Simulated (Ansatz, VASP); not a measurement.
Given: the input of a run of Ansatz 0.2.0 on AlO2.

input.yaml

```yaml
crystal:
  lattice:
    - [1.488162, -5.402833, 0.0]
    - [1.488162, 5.402833, 0.0]
    - [0.0, 0.0, 3.646612]
  atoms:
    - { symbol: Al, position: [0.668133, 0.331867, 0.75] }
    - { symbol: Al, position: [0.331867, 0.668133, 0.25] }
    - { symbol: O, position: [0.061072, 0.938928, 0.75] }
    - { symbol: O, position: [0.938928, 0.061072, 0.25] }
    - { symbol: O, position: [0.294184, 0.705816, 0.75] }
    - { symbol: O, position: [0.705816, 0.294184, 0.25] }
hamiltonian:
  xc: pbe
  pseudopotentials: { kind: paw }
kpoints:
  mp_grid: { grid: [9, 9, 7] }
scf:
  occupations: { method: fermi_dirac, width: 0.05 }
output:
  forces: true
  stress: true
  eigenvalues: true
relax:
  f_tol: 0.01
  max_steps: 40
  cell: { stress_tol: 0.05 }
```

Potentials or basis: Ansatz PAW.

Launch:

```console
$ ansatz run input.yaml --threads 2 --pin off --max-ram 5632MiB --backend cpu --events-out ev --progress --plain --runs-dir out
```

Q: Set up the same calculation for VASP 6.6.1. Potentials there: VASP PAW PBE potentials, release 64 (Al, O).

A: As run (the cutoff follows the program's own potentials):

Contents of INCAR:

```
SYSTEM = AlO2
ALGO = Normal ; EDIFF = 1E-6
EDIFFG = -0.01 ; ENCUT = 600
GGA = PE ; IBRION = 2
ISIF = 3 ; ISMEAR = -1
LASPH = .TRUE. ; LCHARG = .FALSE.
LREAL = .FALSE. ; LWAVE = .FALSE.
NELM = 80 ; NSW = 60
PREC = Accurate ; SIGMA = 0.05
```

KPOINTS

```
k-points
0
G
  9 9 7
  0 0 0
```

POSCAR

```
AlO2
1.0
    1.4881620000     -5.4028330000      0.0000000000
    1.4881620000      5.4028330000      0.0000000000
    0.0000000000      0.0000000000      3.6466120000
Al O
2 4
Direct
    0.6681330000      0.3318670000      0.7500000000
    0.3318670000      0.6681330000      0.2500000000
    0.0610720000      0.9389280000      0.7500000000
    0.9389280000      0.0610720000      0.2500000000
    0.2941840000      0.7058160000      0.7500000000
    0.7058160000      0.2941840000      0.2500000000
```

Potentials or basis: VASP PAW PBE potentials, release 64 (Al, O).

Command:

```sh
$ cat potpaw_PBE.64/Al/POTCAR potpaw_PBE.64/O/POTCAR > POTCAR
$ mpirun -np 1 vasp_std > vasp.out
```

Both were run:

|  | VASP | Ansatz | Ansatz less VASP |
| --- | --- | --- | --- |
| gap on the k mesh at the Fermi level, each at its own relaxed structure (eV) | 0.89 | 0.89 | -0.006 |
| relaxed volume (Å³/atom) | 8.83 | 8.86 | +0.025 |
| relaxed cell length with the largest relative difference (Å) | 5.195 | 5.202 | +0.0075 |

Noted on Ansatz's run: odd divisions of the mesh miss points on the zone boundary, where band edges often lie, so the gap on the mesh can be too wide; the plane-wave basis is chosen anew once the cell has moved, so the energies of steps on either side of that aren't comparable.
